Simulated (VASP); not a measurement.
Here is a VASP 6.6.1 calculation.

INCAR

```
SYSTEM = Hf3WO9
PREC = Accurate
ENCUT = 520
EDIFF = 1E-6
ISMEAR = -1
SIGMA = 0.2585
LREAL = Auto
LASPH = .True.
NELM = 100
ALGO = Normal
ISIF = 2
LWAVE = .False.
LCHARG = .True.
GGA = PE
LELF = .True.
LVHAR = .True.
NBANDS = 117
ISYM = 0
```

KPOINTS

```
Automatic mesh
0
Gamma
  1 1 1
  0 0 0
```

File POSCAR:

```
Hf3WO9
1.0
    7.0354530000      0.0129440000     -0.0287230000
    0.0129440000      7.0792940000     -0.1266340000
   -0.0287230000     -0.1266340000      7.1702520000
W O Hf
2 18 6
Direct
    0.1906466040      0.1015276508      0.9694459546
    0.5014602034      0.7884972448      0.7504439177
    0.6774739733      0.1385271973      0.2003409836
    0.6042693747      0.4044744881      0.8732131941
    1.0327927706      0.5410863861     -0.0835630547
    0.7704162208      0.7656889471      0.7420948272
    0.8859910564      0.1909106121      0.8301216046
    0.2331477242      0.2528375987      0.7238305625
    0.3512346592      0.8928000887      0.1304996476
    0.9640696766      0.8670573783      0.4446990032
    0.2316213875      0.3891180226      0.1242951339
    0.4493562110      0.9359649870      0.5640648123
    0.1349876152      0.8658787173      0.8056942678
   -0.0349061994      0.0484480982      0.0873580964
   -0.0401499961      0.3411043772      0.4294065513
    0.1565160431      0.8113069019      0.4051046809
    0.3635523273      0.1624040562      0.4161985086
    0.5993152812      0.4413966194      0.5454141573
    0.6859990768      0.5239854394      0.2173077492
    0.3312063467      0.6087227232      0.7519406896
    0.4912244033      0.1972185500      0.6871496305
    0.2605950398      0.6409027973      0.0421961677
    0.8890512963      0.3282323992      0.1227674567
    0.0807616232      0.1043130652      0.5386565628
    0.4773839090      0.3361233428      0.2576971551
    0.8670055832      0.4989985011      0.7053604500
```

Potentials or basis: VASP PAW PBE potentials, release 64 (W_sv, O, Hf_pv).

Launch:

```sh
$ cat potpaw_PBE.64/W_sv/POTCAR potpaw_PBE.64/O/POTCAR potpaw_PBE.64/Hf_pv/POTCAR > POTCAR
$ mpirun -np 1 vasp_gam > vasp.out
```

(1) Predict the largest force.

(2) Estimate the pressure.

Results:

(1) 6.409 eV/Å.

(2) 3.7 GPa.

Caveat: the k points lie up to 0.89 Å⁻¹ apart, too coarse for converged energies, forces and pressures; the atoms stand as in a frame of molecular dynamics; so wide a smearing shifts energies and pressures.
